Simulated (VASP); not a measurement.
Write the native input for VASP 6.6.1 that does the following.

```yaml
Task: single point
Functional: PBEsol
Potentials_or_basis: VASP PAW PBE potentials, release 64 (Cd, F)
Cutoff: 520 eV
k_mesh: 8 × 8 × 8
Occupations: gaussian, width 0.05 eV
Spin: no spin polarisation
Dipole_correction: no
Further_INCAR_settings: ALGO = Normal; EDIFF = 1e-06; NBANDS = 20
```

The structure of CdF2 lies in POSCAR:

```
CdF2
1.0
    0.0000000000      2.5856032878      2.8015011623
    2.5856032878      0.0000000000      2.8015011623
    2.5856032878      2.5856032878      0.0000000000
Cd F
1 2
Direct
    0.0000000000      0.0000000000      0.0000000000
    0.2500000000      0.2500000000      0.2500000000
    0.7500000000      0.7500000000      0.7500000000
```

These files were run (other wordings do the same):

INCAR

```
SYSTEM = CdF2
  PREC = Accurate
  ENCUT = 520
  EDIFF = 1E-6
  ISMEAR = 0
  SIGMA = 0.05
  LREAL = .FALSE.
  LASPH = .TRUE.
  NELM = 100
  ALGO = Normal
  ISIF = 2
  LWAVE = .FALSE.
  LCHARG = .FALSE.
  GGA = PS
  NBANDS = 20
```

KPOINTS

```
regular mesh
0
G
  8 8 8
  0 0 0
```

Potentials or basis: VASP PAW PBE potentials, release 64 (Cd, F).

The run is started by

```bash
$ cat potpaw_PBE.64/Cd/POTCAR potpaw_PBE.64/F/POTCAR > POTCAR
$ mpirun -np 1 vasp_std > vasp.out
```

It gave:

- Pressure: 5.7 GPa
- Band gap on the k mesh: 2.90 eV (least direct gap 3.28 eV)

Caveat: the cell stands under pressure; the PAW data sets were made with another functional, which shifts forces and pressure a little.

It took 63 s on 1 thread of Intel Xeon 8259CL, with other jobs on the host, peak memory 0.18 GiB.
